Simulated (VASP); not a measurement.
# Si3As2 (R-3m) in VASP: single point with PBE

Aim: the single point of Si3As2 with PBE.

Everything below comes from runs of VASP 6.6.1. Logs are shortened: lines on timing, memory, paths and dates and some standing lists are left out, and cuts for length are marked.

## (1) The cell of the first run

Symmetry: R-3m, No. 166, trigonal system. Conventional cell: a = 3.650 Å, b = 3.650 Å, c = 24.162 Å, α = 90.00°, β = 90.00°, γ = 120.00°. Within 3.2 Å of Si (site symmetry 3m) lie 3 As at 2.46 Å and 3 Si at 2.63 Å. Within 3.7 Å of Si (site symmetry -3m) lie 12 Si at 2.63 to 3.65 Å and 6 As at 3.54 Å. Within 3.2 Å of As (site symmetry 3m) lie 3 Si at 2.46 Å and 3 As at 3.18 Å.

## (2) Single point, PBE

Contents of INCAR:

```
SYSTEM = Si3As2
PREC = Accurate
ENCUT = 500
EDIFF = 1E-6
ISMEAR = 0
SIGMA = 0.2
LREAL = .FALSE.
LASPH = .TRUE.
NELM = 120
ALGO = Normal
ISIF = 2
LWAVE = .FALSE.
LCHARG = .TRUE.
GGA = PE
LELF = .TRUE.
LVHAR = .TRUE.
NBANDS = 19
GGA_COMPAT = .FALSE.
```

Contents of KPOINTS:

```
Automatic mesh
0
G
  5 5 5
  0 0 0
```

Contents of POSCAR:

```
Si3As2
1.0
    1.8249103338      1.0536124707      8.0538693758
   -1.8249103338      1.0536124707      8.0538693758
    0.0000000000     -2.1072249467      8.0538693751
Si As
3 2
Direct
    0.3986430161      0.3986430161      0.3986430161
    0.6013569839      0.6013569839      0.6013569839
    0.0000000000      0.0000000000      0.0000000000
    0.7841467053      0.7841467053      0.7841467053
    0.2158532947      0.2158532947      0.2158532947
```

Potentials or basis: VASP PAW PBE potentials, release 64 (Si, As).

Launch:

```bash
> cat potpaw_PBE.64/Si/POTCAR potpaw_PBE.64/As/POTCAR > POTCAR
> mpirun -np 1 vasp_std > vasp.out
```

OUTCAR:

```text
SYSTEM = Si3As2
   PREC = Accurate
   ENCUT = 500
   EDIFF = 1E-6
   ISMEAR = 0
   LREAL = .FALSE.
   LASPH = .TRUE.
   NELM = 120
   ISIF = 2
   GGA = PE

 ion  position               nearest neighbor table
   1  0.399  0.399  0.399-   4 2.46   4 2.46   4 2.46   3 2.63   3 2.63   3 2.63
   2  0.601  0.601  0.601-   5 2.46   5 2.46   5 2.46   3 2.63   3 2.63   3 2.63
   3  0.000  0.000  0.000-   2 2.63   2 2.63   1 2.63   1 2.63   2 2.63   1 2.63
   4  0.784  0.784  0.784-   1 2.46   1 2.46   1 2.46
   5  0.216  0.216  0.216-   2 2.46   2 2.46   2 2.46

  LATTYP: Found a trigonal (rhomboedric) cell.
 ALAT       =     8.3249750082
 COS(alpha) =     0.9038947352

  Lattice vectors:

 A1 = (   1.8249103338,   1.0536124707,   8.0538693758)
 A2 = (  -1.8249103338,   1.0536124707,   8.0538693758)
 A3 = (   0.0000000000,  -2.1072249467,   8.0538693751)

Analysis of symmetry for initial positions (statically):
=====================================================================
 Subroutine PRICEL returns:
 Original cell was already a primitive cell.

 Routine SETGRP: Setting up the symmetry group for a
 trigonal (rhombohedral) supercell.

 Subroutine GETGRP returns: Found 12 space group operations
 (whereof 12 operations were pure point group operations)
 out of a pool of 12 trial point group operations.

The static configuration has the point symmetry D_3d.

Analysis of symmetry for dynamics (positions and initial velocities):
=====================================================================
 Subroutine PRICEL returns:
 Original cell was already a primitive cell.

 Routine SETGRP: Setting up the symmetry group for a
 trigonal (rhombohedral) supercell.

 Subroutine GETGRP returns: Found 12 space group operations
 (whereof 12 operations were pure point group operations)
 out of a pool of 12 trial point group operations.

The dynamic configuration has the point symmetry D_3d.

 Subroutine INISYM returns: Found 12 space group operations
 (whereof 12 operations are pure point group operations),
 and found     1 'primitive' translations

----------------------------------------------------------------------------------------

                                     Primitive cell

  volume of cell :      92.9134

  direct lattice vectors                    reciprocal lattice vectors
     1.824910334  1.053612471  8.053869376     0.273986064  0.158185928  0.041387974
    -1.824910334  1.053612471  8.053869376    -0.273986064  0.158185928  0.041387974
     0.000000000 -2.107224947  8.053869375     0.000000000 -0.316371856  0.041387974

  length of vectors
     8.324975008  8.324975008  8.324975008     0.319067572  0.319067572  0.319067572

  position of ions in fractional coordinates (direct lattice)
     0.398643016  0.398643016  0.398643016
     0.601356984  0.601356984  0.601356984
     0.000000000  0.000000000  0.000000000
     0.784146705  0.784146705  0.784146705
     0.215853295  0.215853295  0.215853295

  ion indices of the primitive-cell ions
   primitive index   ion index
                 1           1
                 2           2
                 3           3
                 4           4
                 5           5

----------------------------------------------------------------------------------------

 KPOINTS: Automatic mesh

Automatic generation of k-mesh.
 Grid dimensions read from file:
 generate k-points for:    5    5    5

 Generating k-lattice:

  Cartesian coordinates                     Fractional coordinates (reciprocal lattice)
     0.054797213  0.031637186  0.008277595     0.200000000  0.000000000  0.000000000
    -0.054797213  0.031637186  0.008277595     0.000000000  0.200000000  0.000000000
     0.000000000 -0.063274371  0.008277595     0.000000000  0.000000000  0.200000000

  Length of vectors
     0.063813514  0.063813514  0.063813514

  Shift w.r.t. Gamma in fractional coordinates (k-lattice)
     0.000000000  0.000000000  0.000000000

 Subroutine IBZKPT returns following result:
 ===========================================

 Found     19 irreducible k-points:

 Following reciprocal coordinates:
            Coordinates               Weight
  0.000000  0.000000  0.000000      1.000000
  0.200000 -0.000000 -0.000000      6.000000
  0.400000 -0.000000 -0.000000      6.000000
  0.200000  0.200000 -0.000000      6.000000
  0.400000  0.200000 -0.000000     12.000000
 -0.400000  0.200000  0.000000     12.000000
[... 11 lines left out ...]
  0.400000  0.400000  0.400000      2.000000
 -0.400000  0.400000  0.400000      6.000000
   k-points           NKPTS =     19   k-points in BZ     NKDIM =     19   number of bands    NBANDS=     19
   number of dos      NEDOS =    301   number of ions     NIONS =      5
   total plane-waves  NPLWV = 262144
   dimension x,y,z NGX =    64 NGY =   64 NGZ =   64
   dimension x,y,z NGXF=   128 NGYF=  128 NGZF=  128
   ions per type =               3   2
   NGX,Y,Z   is equivalent  to a cutoff of  12.78, 12.78, 12.78 a.u.
   NGXF,Y,Z  is equivalent  to a cutoff of  25.56, 25.56, 25.56 a.u.
 SYSTEM =  Si3As2
   PREC   = accura    normal or accurate (medium, high low for compatibility)
   ISTART =      0    job   : 0-new  1-cont  2-samecut
   ICHARG =      2    charge: 1-file 2-atom 10-const
   ISPIN  =      1    spin polarized calculation?
   LNONCOLLINEAR =      F non collinear calculations
   LSORBIT =      F    spin-orbit coupling
   LASPH  =      T    aspherical Exc in radial PAW
   ENCUT  =  500.0 eV  36.75 Ry    6.06 a.u.  15.18 15.18 15.18*2*pi/ulx,y,z
   NELM   =    120;   NELMIN=  2; NELMDL= -5     # of ELM steps
   EDIFF  = 0.1E-05   stopping-criterion for ELM
   LREAL  =      F    real-space projection
   EDIFFG = 0.1E-04   stopping-criterion for IOM
   NSW    =      0    number of steps for IOM
   IBRION =     -1    ionic relax: 0-MD 1-quasi-New 2-CG
   NFREE  =      0    steps in history (QN), initial steepest desc. (CG)
   ISIF   =      2    stress and relaxation
   ISYM   =      2    0-nonsym 1-usesym 2-fastsym
   POTIM  = 0.5000    time-step for ionic-motion
   TEBEG  =    0.0;   TEEND  =   0.0 temperature during run
   PSTRESS=    0.0 pullay stress
   NELECT =      22.0000    total number of electrons
   NUPDOWN=      -1.0000    fix difference up-down
   EMIN   =  10.00;   EMAX   =-10.00  energy-range for DOS
   EFERMI =   0.00;   METHOD = LEGACY
   ISMEAR =     0;   SIGMA  =   0.20  broadening in eV -4-tet -1-fermi 0-gaus
   EFERMI_NEDOS =   21; number of points for ismear=-14 and -15
   IALGO  =     38    algorithm
   IMIX   =      4    mixing-type and parameters
     AMIX     =   0.40;   BMIX     =  1.00
     AMIX_MAG =   1.60;   BMIX_MAG =  1.00
  volume/ion in A,a.u.               =      18.58       125.40
  Fermi-wavevector in a.u.,A,eV,Ry     =   1.012798  1.913911 13.956318  1.025760
  Thomas-Fermi vector in A             =   2.145929
   LORBIT       =      0    0 simple, 1 ext, 2 COOP (PROOUT), +10 PAW based schemes
   GGA     = PE    functional components
   LHFCALC =     F    Hartree Fock is set to
   AEXX    =    0.0000 exact exchange contribution
   IVDW    =     0    specifies the selected vdW correction
   LEPSILON=     F    determine dielectric tensor
   LRPA    =     F    only Hartree local field effects (RPA)
 non-spin polarized calculation
 Gauss-broadening in eV      SIGMA  =   0.20
  energy-cutoff  :      500.00
  volume of cell :       92.91
 maximum number of plane-waves:      2381
 NGX is ok and might be reduce to    64
   NGX = 31   NGY = 31   NGZ = 31

 number of electron      22.0000001 magnetization

 Free energy of the ion-electron system (eV)
  ---------------------------------------------------
  ext. energy  EPLUGINS =         0.00000000
  ---------------------------------------------------
  free energy    TOTEN  =       -24.60561297 eV

  energy without entropy =      -24.57537982  energy(sigma->0) =      -24.59049640

 E-fermi :   6.6621     XC(G=0): -10.2589

 val. band max:        6.5913289025   @ k =   0.4000   0.2000   0.2000
 cond. band min:       6.7350641058   @ k =   0.4000   0.4000   0.2000
 fundamental gap:      0.1437352033
 Fermi energy:         6.6621400049

 k-point     1 :       0.0000    0.0000    0.0000
  band No.  band energies     occupation
      1      -7.2491      2.00000
      2      -6.0700      2.00000
      3      -3.8041      2.00000
      4       1.0971      2.00000
      5       2.4816      2.00000
      6       5.8439      2.00000
[... 11 lines left out ...]
     18      11.9937      0.00000
     19      12.3255      0.00000

 k-point     2 :       0.2000   -0.0000   -0.0000
  band No.  band energies     occupation
      1      -6.7185      2.00000
      2      -5.6117      2.00000
      3      -3.2910      2.00000
      4       0.6873      2.00000
      5       2.8385      2.00000
      6       3.2598      2.00000
[... 11 lines left out ...]
     18      12.0369      0.00000
     19      12.1025      0.00000

 k-point     3 :       0.4000   -0.0000   -0.0000
  band No.  band energies     occupation
      1      -5.2672      2.00000
      2      -4.5421      2.00000
      3      -2.2508      2.00000
      4      -1.4008      2.00000
      5       0.3407      2.00000
      6       1.4766      2.00000
[... 11 lines left out ...]
     18      12.3950      0.00000
     19      13.6925      0.00000

 k-point     4 :       0.2000    0.2000   -0.0000
  band No.  band energies     occupation
      1      -6.6974      2.00000
      2      -5.6675      2.00000
      3      -3.2131      2.00000
      4       0.6931      2.00000
      5       2.3187      2.00000
      6       3.0133      2.00000
[... 11 lines left out ...]
     18      12.2509      0.00000
     19      12.5495      0.00000

 k-point     5 :       0.4000    0.2000   -0.0000
  band No.  band energies     occupation
      1      -5.6764      2.00000
      2      -4.8694      2.00000
      3      -2.3584      2.00000
      4      -0.3430      2.00000
      5       0.8608      2.00000
      6       1.7080      2.00000
[... 11 lines left out ...]
     18      12.0396      0.00000
     19      13.0794      0.00000

 k-point     6 :      -0.4000    0.2000    0.0000
  band No.  band energies     occupation
      1      -4.3760      2.00000
      2      -4.1703      2.00000
      3      -2.0710      2.00000
      4      -1.5413      2.00000
      5      -0.2301      2.00000
      6       0.9141      2.00000
[... 11 lines left out ...]
     18      13.1246      0.00000
     19      13.5327      0.00000

 k-point     7 :      -0.2000    0.2000    0.0000
  band No.  band energies     occupation
      1      -5.7341      2.00000
      2      -4.7399      2.00000
      3      -2.5072      2.00000
      4      -0.3164      2.00000
      5       0.8034      2.00000
      6       1.7670      2.00000
[... 11 lines left out ...]
     18      12.2695      0.00000
     19      13.2140      0.00000

 k-point     8 :       0.4000    0.4000   -0.0000
  band No.  band energies     occupation
      1      -5.2328      2.00000
      2      -4.5812      2.00000
      3      -2.4221      2.00000
      4      -1.1977      2.00000
      5       0.5429      2.00000
      6       1.5421      2.00000
[... 146 lines left out ...]
 k-point    15 :      -0.4000    0.4000    0.2000
  band No.  band energies     occupation
      1      -5.5322      2.00000
      2      -5.1149      2.00000
      3      -2.1185      2.00000
      4      -0.3909      2.00000
      5       0.9705      2.00000
      6       1.7445      2.00000
[... 11 lines left out ...]
     18      12.0613      0.00000
     19      12.4827      0.00000

 k-point    16 :      -0.2000    0.4000    0.2000
  band No.  band energies     occupation
      1      -4.4049      2.00000
      2      -4.1155      2.00000
      3      -2.1318      2.00000
      4      -1.6025      2.00000
      5      -0.2907      2.00000
      6       1.2747      2.00000
[... 11 lines left out ...]
     18      12.1471      0.00000
     19      13.8116      0.00000

 k-point    17 :      -0.4000   -0.4000    0.2000
  band No.  band energies     occupation
      1      -5.1166      2.00000
      2      -4.7620      2.00000
      3      -2.3773      2.00000
      4      -1.0375      2.00000
      5       0.5402      2.00000
      6       1.5706      2.00000
[... 11 lines left out ...]
     18      11.7389      0.00000
     19      13.4918      0.00000

 k-point    18 :       0.4000    0.4000    0.4000
  band No.  band energies     occupation
      1      -6.9947      2.00000
      2      -6.5842      2.00000
      3      -2.9764      2.00000
      4      -0.6508      2.00000
      5       4.9311      2.00000
      6       5.9621      2.00000
[... 11 lines left out ...]
     18      11.4150      0.00000
     19      11.4150      0.00000

 k-point    19 :      -0.4000    0.4000    0.4000
  band No.  band energies     occupation
      1      -6.4325      2.00000
      2      -6.1412      2.00000
      3      -2.5075      2.00000
      4      -0.4209      2.00000
      5       2.7252      2.00000
      6       2.8624      2.00000
[... 11 lines left out ...]
     18      12.4823      0.00000
     19      12.7576      0.00000

------------------------ aborting loop because EDIFF is reached ----------------------------------------

  FORCE on cell =-STRESS in cart. coord.  units (eV):
  Direction    XX          YY          ZZ          XY          YZ          ZX
  --------------------------------------------------------------------------------------
  -------------------------------------------------------------------------------------
  Total        0.0451268      0.0451268     -0.0118952      0.0000000      0.0000000      0.0000000
  in kB        0.7781566      0.7781566     -0.2051173      0.0000000      0.0000000      0.0000000
  external PRESSURE =       0.4503986 kB  Pullay stress =       0.0000000 kB

 VOLUME and BASIS-vectors are now :
 -----------------------------------------------------------------------------
  energy-cutoff  :      500.00
  volume of cell :       92.91
      direct lattice vectors                 reciprocal lattice vectors
     1.824910334  1.053612471  8.053869376     0.273986064  0.158185928  0.041387974
    -1.824910334  1.053612471  8.053869376    -0.273986064  0.158185928  0.041387974
     0.000000000 -2.107224947  8.053869375     0.000000000 -0.316371856  0.041387974

 POSITION                                       TOTAL-FORCE (eV/Angst)
 -----------------------------------------------------------------------------------
      0.00000     -0.00000      9.63186         0.000000      0.000000     -0.026800
      0.00000     -0.00000     14.52975         0.000000     -0.000000      0.026800
      0.00000      0.00000      0.00000        -0.000000     -0.000000      0.000000
      0.00000     -0.00000     18.94625         0.000000     -0.000000      0.010205
      0.00000     -0.00000      5.21536         0.000000      0.000000     -0.010205
 -----------------------------------------------------------------------------------
    total drift:                                0.000000     -0.000000      0.000000

  FREE ENERGIE OF THE ION-ELECTRON SYSTEM (eV)
  ---------------------------------------------------
  free  energy   TOTEN  =       -24.6056129749 eV

  energy  without entropy=      -24.5753798192  energy(sigma->0) =      -24.59049640
```

It took 4.7 min on 1 thread of Intel Xeon 8259CL, shared host; peak memory 0.52 GiB.

Results:

```
Free energy            : -24.6056 eV
Pressure               : 0.0 GPa
Largest force          : 0.027 eV/Å
Band gap on the k mesh : zero (bands 11 and 12 overlap by 1.28 eV)
```

Forces in eV/Å, atoms in the order of the input:
```
Si   0.000  0.000 -0.027
Si   0.000  0.000  0.027
Si   0.000  0.000  0.000
As   0.000  0.000  0.010
As   0.000  0.000 -0.010
```

Caveat: the k points lie up to 0.40 Å⁻¹ apart, too coarse for converged energies and pressures of a metal.

The gap in the log of VASP goes by the Fermi energy; the results here count the filled bands.